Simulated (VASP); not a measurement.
SiS2, 6 atoms in the cell. It takes space group Ibam (No. 72, orthorhombic). The conventional cell has a = 6.369 Å, b = 11.088 Å, c = 5.593 Å, α = 90.00°, β = 90.00°, γ = 90.00°. Within 2.8 Å of Si (site symmetry 222) lie 4 S at 2.15 Å and 2 Si at 2.80 Å. S (site symmetry m) has 2 Si at 2.15 Å within 2.8 Å. 

* Program: VASP 6.6.1
* Task: relaxation of cell and atoms
* Functional: PBE
* Potentials or basis: VASP PAW PBE potentials, release 64 (Si, S)
* Cutoff: 500 eV
* k mesh: 6 × 6 × 6
* Occupations: gaussian, width 0.02 eV
* Spin: no spin polarisation
* Dipole correction: no
* Further INCAR settings: ALGO = Normal; EDIFF = 1e-07; IBRION = 2; EDIFFG = -0.005; NSW = 100; ISIF = 3

Potentials or basis: VASP PAW PBE potentials, release 64 (Si, S).

Command:

```sh
$ cat potpaw_PBE.64/Si/POTCAR potpaw_PBE.64/S/POTCAR > POTCAR
$ mpirun -np 1 vasp_std > vasp.out
```

Hardware: 1 thread of Intel(R) Xeon(R) Platinum 8375C CPU @ 2.90GHz (Ice Lake), on a shared host.

**Question.** Estimate the wall time of this run.

**Answer.** It took 60 min on 1 thread of Intel(R) Xeon(R) Platinum 8375C CPU @ 2.90GHz (Ice Lake), with other jobs on the host, peak memory 0.49 GiB. Counts: scf iterations 153, k points 46, ion steps 20.
